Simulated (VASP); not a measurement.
Input of a VASP 6.6.1 run:

File INCAR:

```
PREC = Accurate
ENCUT = 520
EDIFF = 1E-6
ISMEAR = 0
SIGMA = 0.05
LREAL = Auto
LASPH = T
NELM = 80
ALGO = Normal
ISIF = 2
LWAVE = F
LCHARG = T
LDIPOL = T
IDIPOL = 3
DIPOL = 0.5 0.5 0.359
LELF = T
LVHAR = T
LVACPOTAV = T
NBANDS = 55
```

The input KPOINTS:

```
Automatic mesh
0
Gamma
  10 5 1
```

The input POSCAR:

```
H2C9
1.0
    2.4973154970      0.0000000000      0.0000000000
    0.0000000000      4.9946309939      0.0000000000
    0.0000000000      0.0000000000     20.5658806949
C H
18 4
Direct
    0.0000000000      0.2500000000      0.2262196243
    0.0000000000      0.7500000000      0.2262196243
    0.0000000000      0.5000000000      0.2691516229
    0.0000000000      0.0000000000      0.2691516229
    0.5000000000      0.5000000000      0.3120836215
    0.5000000000      0.0000000000      0.3120836215
    0.5000000000      0.7500000000      0.3550156201
    0.5000000000      0.2500000000      0.3550156201
    0.0000000000      0.7530311660      0.3970333113
    0.0000000000      0.2466262127      0.3982682211
    0.0000000000     -0.0079432603      0.4442397737
    0.0000000000      0.5048396223      0.4369078750
    0.5000000000     -0.0110151071      0.4896738091
    0.5000000000      0.5107930529      0.4774391688
    0.5000000000      0.2560846042      0.5232547602
    0.5000000000      0.7228663716      0.5345910407
    0.0000000000      0.3617033889      0.5475344195
    0.0000000000      0.6241059972      0.5752502274
   -0.2843917683      0.2504266612      0.1890712551
    0.2843917683      0.2504266612      0.1890712551
    0.2843917683      0.7495733388      0.1890712551
   -0.2843917683      0.7495733388      0.1890712551
```

Potentials or basis: VASP PAW LDA potentials, release 64 (C, H).

The run is started by

```sh
$ cat potpaw_LDA.64/C/POTCAR potpaw_LDA.64/H/POTCAR > POTCAR
$ mpirun -np 1 vasp_std > vasp.out
```

Question: Predict the largest force.

Answer: 5.905 eV/Å.

Question: Estimate the band gap on the k mesh.

Answer: 1.15 eV.

Forces in eV/Å, atoms in the order of the input:
```
C    0.000 -0.002  1.898
C    0.000  0.001  1.914
C    0.000 -0.025 -1.787
C    0.000  0.025 -1.833
C    0.000  0.009  0.049
C    0.000  0.000 -0.304
C    0.000  0.895 -0.630
C    0.000 -0.906  0.184
C    0.000  0.016 -0.012
C    0.000 -0.013  0.002
C    0.000 -0.012  0.001
C    0.000  0.005  0.004
C    0.000 -0.015  0.007
C    0.000  0.014 -0.022
C    0.000 -0.017  0.019
C    0.000  0.020  0.013
C    0.000 -0.044  5.905
C    0.000  0.046 -5.266
H   -0.035  0.001 -0.035
H    0.035  0.001 -0.035
H    0.035  0.000 -0.035
H   -0.035  0.000 -0.035
```
